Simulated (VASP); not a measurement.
# CuO (Tenorite) (C2/c) in VASP: a series of runs, part 2 of 3

VASP 6.6.1.

## (3) Single point, LDA (volume scaled by 1.02)

The input, INCAR:

```
PREC = Accurate
ENCUT = 520
EDIFF = 1E-7
ISMEAR = -1
SIGMA = 0.05
LREAL = F
LASPH = T
NELM = 60
ALGO = Normal
ISIF = 2
LWAVE = F
LCHARG = F
GGA = CA
NBANDS = 25
```

The input, KPOINTS:

```
Automatic mesh
0
Gamma
  10 10 5
```

The input, POSCAR:

```
CuO
1.0
    2.3573593924     -1.7226334429      0.0000000000
    2.3573593924      1.7226334429      0.0000000000
   -0.8556569116      0.0000000000      5.0913661947
Cu O
2 2
Direct
    0.5000000000      0.0000000000      0.5000000000
    0.0000000000      0.5000000000      0.0000000000
    0.4184000000      0.5816000000      0.7500000000
    0.5816000000      0.4184000000      0.2500000000
```

Potentials or basis: VASP PAW LDA potentials, release 64 (Cu, O).

Launch:

```
$ cat potpaw_LDA.64/Cu/POTCAR potpaw_LDA.64/O/POTCAR > POTCAR
$ mpirun -np 1 vasp_std > vasp.out
```

OUTCAR:

```text
PREC = Accurate
   ENCUT = 520
   EDIFF = 1E-7
   ISMEAR = -1
   LREAL = F
   LASPH = T
   NELM = 60
   ISIF = 2
   GGA = CA

 ion  position               nearest neighbor table
   1  0.500  0.000  0.500-   3 1.96   4 1.96   4 1.97   3 1.97
   2  0.000  0.500  0.000-   4 1.96   3 1.96   4 1.97   3 1.97
   3  0.418  0.582  0.750-   2 1.96   1 1.96   2 1.97   1 1.97
   4  0.582  0.418  0.250-   1 1.96   2 1.96   2 1.97   1 1.97

  LATTYP: Found a base centered monoclinic cell.
 ALAT       =     4.7147187848
 B/A-ratio  =     0.7307470590
 C/A-ratio  =     1.0950317057
 COS(beta)  =    -0.1657361228

  Lattice vectors:

 A1 = (   2.3573593924,  -1.7226334429,   0.0000000000)
 A2 = (   2.3573593924,   1.7226334429,   0.0000000000)
 A3 = (  -0.8556569116,   0.0000000000,   5.0913661947)

Analysis of symmetry for initial positions (statically):
=====================================================================
 Subroutine PRICEL returns:
 Original cell was already a primitive cell.

 Routine SETGRP: Setting up the symmetry group for a
 base centered monoclinic supercell.

 Subroutine GETGRP returns: Found  4 space group operations
 (whereof  2 operations were pure point group operations)
 out of a pool of  4 trial point group operations.

The static configuration has the point symmetry S_2 .
 The point group associated with its full space group is C_2h.

Analysis of symmetry for dynamics (positions and initial velocities):
=====================================================================
 Subroutine PRICEL returns:
 Original cell was already a primitive cell.

 Routine SETGRP: Setting up the symmetry group for a
 base centered monoclinic supercell.

 Subroutine GETGRP returns: Found  4 space group operations
 (whereof  2 operations were pure point group operations)
 out of a pool of  4 trial point group operations.

The dynamic configuration has the point symmetry S_2 .
 The point group associated with its full space group is C_2h.

 Subroutine INISYM returns: Found  4 space group operations
 (whereof  2 operations are pure point group operations),
 and found     1 'primitive' translations

----------------------------------------------------------------------------------------

                                     Primitive cell

  volume of cell :      41.3507

  direct lattice vectors                    reciprocal lattice vectors
     2.357359392 -1.722633443  0.000000000     0.212101728 -0.290253276  0.035645896
     2.357359392  1.722633443  0.000000000     0.212101728  0.290253276  0.035645896
    -0.855656912  0.000000000  5.091366195     0.000000000  0.000000000  0.196410936

  length of vectors
     2.919693354  2.919693354  5.162766553     0.361254394  0.361254394  0.196410936

  position of ions in fractional coordinates (direct lattice)
     0.500000000  1.000000000  0.500000000
     1.000000000  0.500000000  0.000000000
     0.418400000  0.581600000  0.750000000
     0.581600000  0.418400000  0.250000000

  ion indices of the primitive-cell ions
   primitive index   ion index
                 1           1
                 2           2
[... 22 lines left out ...]
     0.000000000  0.000000000  0.000000000

 Subroutine IBZKPT returns following result:
 ===========================================

 Found    141 irreducible k-points:

 Following reciprocal coordinates:
            Coordinates               Weight
  0.000000  0.000000  0.000000      1.000000
  0.100000 -0.000000  0.000000      4.000000
  0.200000 -0.000000  0.000000      4.000000
  0.300000  0.000000 -0.000000      4.000000
  0.400000 -0.000000  0.000000      4.000000
  0.500000  0.000000 -0.000000      2.000000
[... 16 lines left out ...]
  0.300000  0.300000  0.000000      2.000000
  0.400000  0.300000  0.000000      4.000000
 [... further k-points ...]
   k-points           NKPTS =    141   k-points in BZ     NKDIM =    141   number of bands    NBANDS=     25
   number of dos      NEDOS =    301   number of ions     NIONS =      4
   total plane-waves  NPLWV =  23040
   dimension x,y,z NGX =    24 NGY =   24 NGZ =   40
   dimension x,y,z NGXF=    48 NGYF=   48 NGZF=   80
   ions per type =               2   2
   NGX,Y,Z   is equivalent  to a cutoff of  13.67, 13.67, 12.88 a.u.
   NGXF,Y,Z  is equivalent  to a cutoff of  27.33, 27.33, 25.76 a.u.
 SYSTEM =  unknown system
   PREC   = accura    normal or accurate (medium, high low for compatibility)
   ISTART =      0    job   : 0-new  1-cont  2-samecut
   ICHARG =      2    charge: 1-file 2-atom 10-const
   ISPIN  =      1    spin polarized calculation?
   LNONCOLLINEAR =      F non collinear calculations
   LSORBIT =      F    spin-orbit coupling
   LASPH  =      T    aspherical Exc in radial PAW
   ENCUT  =  520.0 eV  38.22 Ry    6.18 a.u.   5.43  5.43  9.60*2*pi/ulx,y,z
   NELM   =     60;   NELMIN=  2; NELMDL= -5     # of ELM steps
   EDIFF  = 0.1E-06   stopping-criterion for ELM
   LREAL  =      F    real-space projection
   EDIFFG = 0.1E-05   stopping-criterion for IOM
   NSW    =      0    number of steps for IOM
   IBRION =     -1    ionic relax: 0-MD 1-quasi-New 2-CG
   NFREE  =      0    steps in history (QN), initial steepest desc. (CG)
   ISIF   =      2    stress and relaxation
   ISYM   =      2    0-nonsym 1-usesym 2-fastsym
   POTIM  = 0.5000    time-step for ionic-motion
   TEBEG  =    0.0;   TEEND  =   0.0 temperature during run
   PSTRESS=    0.0 pullay stress
   NELECT =      34.0000    total number of electrons
   NUPDOWN=      -1.0000    fix difference up-down
   EMIN   =  10.00;   EMAX   =-10.00  energy-range for DOS
   EFERMI =   0.00;   METHOD = LEGACY
   ISMEAR =    -1;   SIGMA  =   0.05  broadening in eV -4-tet -1-fermi 0-gaus
   EFERMI_NEDOS =   21; number of points for ismear=-14 and -15
   IALGO  =     38    algorithm
   IMIX   =      4    mixing-type and parameters
     AMIX     =   0.40;   BMIX     =  1.00
     AMIX_MAG =   1.60;   BMIX_MAG =  1.00
  volume/ion in A,a.u.               =      10.34        69.76
  Fermi-wavevector in a.u.,A,eV,Ry     =   1.533699  2.898271 32.004068  2.352233
  Thomas-Fermi vector in A             =   2.640730
   LORBIT       =      0    0 simple, 1 ext, 2 COOP (PROOUT), +10 PAW based schemes
   GGA     = CA    functional components
   LHFCALC =     F    Hartree Fock is set to
   AEXX    =    0.0000 exact exchange contribution
   IVDW    =     0    specifies the selected vdW correction
   LEPSILON=     F    determine dielectric tensor
   LRPA    =     F    only Hartree local field effects (RPA)
 non-spin polarized calculation
  energy-cutoff  :      520.00
  volume of cell :       41.35
 maximum number of plane-waves:      1137
 NGX is ok and might be reduce to    24
   NGX = 11   NGY = 11   NGZ = 19

 number of electron      34.0000009 magnetization

 Free energy of the ion-electron system (eV)
  ---------------------------------------------------
  ext. energy  EPLUGINS =         0.00000000
  ---------------------------------------------------
  free energy    TOTEN  =       -23.10399473 eV

  energy without entropy =      -23.08435756  energy(sigma->0) =      -23.09417615

 E-fermi :   5.1044     XC(G=0): -12.3236

 val. band max:        5.1014283439   @ k =   0.5000   0.0000  -0.0000
 cond. band min:       5.1048899826   @ k =   0.5000   0.1000   0.2000
 fundamental gap:      0.0034616387
 Fermi energy:         5.1043816286

 k-point     1 :       0.0000    0.0000    0.0000
  band No.  band energies     occupation
      1     -14.3228      2.00000
      2     -12.9829      2.00000
      3      -2.8916      2.00000
      4      -0.3378      2.00000
      5       0.0641      2.00000
      6       1.8727      2.00000
[... 661 lines left out ...]
     24      18.2019      0.00000
     25      19.2929      0.00000

 [... further k-points ...]

------------------------ aborting loop because EDIFF is reached ----------------------------------------

  FORCE on cell =-STRESS in cart. coord.  units (eV):
  Direction    XX          YY          ZZ          XY          YZ          ZX
  --------------------------------------------------------------------------------------
  -------------------------------------------------------------------------------------
  Total       -3.3375304     -1.9753498     -3.9187934      0.0000000      0.0000000      0.1667632
  in kB     -129.3161638    -76.5370258   -151.8378163      0.0000000      0.0000000      6.4614181
  external PRESSURE =    -119.2303353 kB  Pullay stress =       0.0000000 kB

 VOLUME and BASIS-vectors are now :
 -----------------------------------------------------------------------------
  energy-cutoff  :      520.00
  volume of cell :       41.35
      direct lattice vectors                 reciprocal lattice vectors
     2.357359392 -1.722633443  0.000000000     0.212101728 -0.290253276  0.035645896
     2.357359392  1.722633443  0.000000000     0.212101728  0.290253276  0.035645896
    -0.855656912  0.000000000  5.091366195     0.000000000  0.000000000  0.196410936

 POSITION                                       TOTAL-FORCE (eV/Angst)
 -----------------------------------------------------------------------------------
      0.75085     -0.86132      2.54568        -0.000000      0.000000      0.000000
      1.17868      0.86132      0.00000        -0.000000      0.000000      0.000000
      1.71562      0.28113      3.81852         0.000000     -0.484094      0.000000
      2.14345     -0.28113      1.27284        -0.000000      0.484094      0.000000
 -----------------------------------------------------------------------------------
    total drift:                                0.000000      0.000000     -0.000000

  FREE ENERGIE OF THE ION-ELECTRON SYSTEM (eV)
  ---------------------------------------------------
  free  energy   TOTEN  =       -23.1039947322 eV

  energy  without entropy=      -23.0843575615  energy(sigma->0) =      -23.09417615
```

OSZICAR:

```text
N       E                     dE             d eps       ncg     rms          rms(c)
DAV:   1     0.290186915048E+03    0.29019E+03   -0.16292E+04  7490   0.218E+03
DAV:   2     0.747540075057E+01   -0.28271E+03   -0.26036E+03  7214   0.395E+02
DAV:   3    -0.278647324842E+02   -0.35340E+02   -0.33287E+02  8822   0.156E+02
DAV:   4    -0.290750186491E+02   -0.12103E+01   -0.12038E+01  8798   0.307E+01
DAV:   5    -0.290956942146E+02   -0.20676E-01   -0.20666E-01  9247   0.359E+00    0.173E+01
DAV:   6    -0.269422114448E+02    0.21535E+01   -0.36738E+01 10070   0.157E+02    0.138E+01
DAV:   7    -0.230691587937E+02    0.38731E+01   -0.10452E+01  8553   0.119E+02    0.253E+00
DAV:   8    -0.231550938878E+02   -0.85935E-01   -0.15793E+00  7801   0.882E+00    0.156E+00
DAV:   9    -0.231070695974E+02    0.48024E-01   -0.53242E-02 11381   0.586E+00    0.401E-01
DAV:  10    -0.231049760076E+02    0.20936E-02   -0.10670E-02 10109   0.132E+00    0.295E-01
DAV:  11    -0.231039936682E+02    0.98234E-03   -0.48881E-03 10612   0.605E-01    0.438E-02
DAV:  12    -0.231040013620E+02   -0.76938E-05   -0.26731E-04  9157   0.190E-01    0.322E-02
DAV:  13    -0.231039959178E+02    0.54442E-05   -0.14944E-05 10403   0.759E-02    0.895E-03
DAV:  14    -0.231039948148E+02    0.11031E-05   -0.33219E-06 10291   0.203E-02    0.336E-03
DAV:  15    -0.231039947322E+02    0.82591E-07   -0.67725E-07 11039   0.105E-02
   1 F= -.23103995E+02 E0= -.23094176E+02  d E =-.196372E-01
```

It took 1.7 min on 1 thread of Intel Xeon 6975P-C, shared host; peak memory 0.23 GiB.

Results:

- Free energy: -23.1040 eV
- Pressure: -11.9 GPa
- Largest force: 0.484 eV/Å
- Band gap on the k mesh: zero (band 17 reaches 5.38 eV, above the bottom of band 18 at 4.78 eV)

Forces in eV/Å, atoms in the order of the input:
```
Cu   0.000  0.000  0.000
Cu   0.000  0.000  0.000
O    0.000 -0.484  0.000
O    0.000  0.484  0.000
```

Stress tensor (GPa, compression positive):
```
-12.93   0.00   0.65
  0.00  -7.65   0.00
  0.65   0.00 -15.18
```

Caveat: semilocal functionals often make such compounds metallic where correlation or magnetic order opens a gap, which also shifts bond lengths.

## (4) Single point, LDA (volume scaled by 1.04)

The input, INCAR:

```
SYSTEM = CuO
PREC = Accurate
ENCUT = 520
EDIFF = 1E-7
ISMEAR = -1
SIGMA = 0.05
LREAL = .FALSE.
LASPH = .TRUE.
NELM = 80
ALGO = Normal
ISIF = 2
LWAVE = .FALSE.
LCHARG = .FALSE.
NBANDS = 25
```

The input, KPOINTS:

```
Automatic mesh
0
G
  10 10 5
  0 0 0
```

The input, POSCAR:

```
CuO
1.0
    2.3726673498     -1.7338196878      0.0000000000
    2.3726673498      1.7338196878      0.0000000000
   -0.8612132810      0.0000000000      5.1244279405
Cu O
2 2
Direct
    0.5000000000      0.0000000000      0.5000000000
    0.0000000000      0.5000000000      0.0000000000
    0.4184000000      0.5816000000      0.7500000000
    0.5816000000      0.4184000000      0.2500000000
```

Launch:

```
$ cat potpaw_LDA.64/Cu/POTCAR potpaw_LDA.64/O/POTCAR > POTCAR
$ mpirun -np 1 vasp_std > vasp.out
```

It took 91 s on 1 thread of Intel Xeon 6975P-C, shared host; peak memory 0.24 GiB.

Results (log left out):

```
Free energy            : -23.0377 eV
Pressure               : -14.7 GPa
Largest force          : 0.537 eV/Å
Band gap on the k mesh : zero (band 17 reaches 5.12 eV, above the bottom of band 18 at 4.52 eV)
```

Forces in eV/Å, atoms in the order of the input:
```
Cu   0.000  0.000  0.000
Cu   0.000  0.000  0.000
O    0.000 -0.537  0.000
O    0.000  0.537  0.000
```

Stress tensor (GPa, compression positive):
```
-15.82   0.00   1.02
  0.00  -9.79   0.00
  1.02   0.00 -18.43
```

Levels at points of the mesh, in eV from the Fermi level:
| k point | band 13 | band 14 | band 15 | band 16 | band 17 | band 18 | band 19 | band 20 | band 21 | band 22 |
| --- | --- | --- | --- | --- | --- | --- | --- | --- | --- | --- |
| (0.00, 0.00, 0.00) | -2.26 | -2.10 | -2.05 | -1.56 | 0.23 | 0.91 | 1.62 | 5.94 | 7.87 | 13.05 |
| (0.50, 0.00, 0.00) | -1.93 | -1.50 | -1.39 | -1.33 | 0.00 | 0.26 | 4.78 | 6.10 | 6.73 | 10.80 |
| (0.50, 0.50, 0.00) | -2.02 | -2.02 | -1.66 | -1.15 | -0.61 | 1.03 | 3.38 | 6.84 | 8.37 | 9.63 |

Caveat: semilocal functionals often make such compounds metallic where correlation or magnetic order opens a gap, which also shifts bond lengths.

[end of part 2 of 3]
